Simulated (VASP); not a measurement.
A run of VASP 6.6.1 is set up as follows.

The input INCAR:

```
SYSTEM = BeZn2Se3
PREC = Accurate
ENCUT = 520
EDIFF = 1E-6
ISMEAR = 0
SIGMA = 0.02
LREAL = .False.
LASPH = .True.
NELM = 100
ALGO = Normal
ISIF = 2
LWAVE = .False.
LCHARG = .False.
GGA = PE
NBANDS = 31
```

KPOINTS

```
regular mesh
0
Gamma
  10 10 10
  0 0 0
```

POSCAR

```
BeZn2Se3
1.0
   -1.9324608053      1.9324608053      8.3236615351
    1.9324608053     -1.9324608053      8.3236615351
    1.9324608053      1.9324608053     -8.3236615351
Be Zn Se
1 2 3
Direct
    0.0000000000      0.0000000000      0.0000000000
    0.6612493094      0.6612493094      0.0000000000
    0.3387506906      0.3387506906      0.0000000000
    0.4283112728      0.9283112728      0.5000000000
    0.0716887272      0.5716887272      0.5000000000
    0.7500000000      0.2500000000      0.5000000000
```

Potentials or basis: VASP PAW PBE potentials, release 64 (Be, Zn, Se).

The run is started by

```bash
$ cat potpaw_PBE.64/Be/POTCAR potpaw_PBE.64/Zn/POTCAR potpaw_PBE.64/Se/POTCAR > POTCAR
$ mpirun -np 1 vasp_std > vasp.out
```

(1) Predict the pressure.

(2) Estimate the largest force.

(3) Estimate the band gap on the k mesh.

Results:

(1) 2.3 GPa.

(2) 0.010 eV/Å.

(3) 1.97 eV.
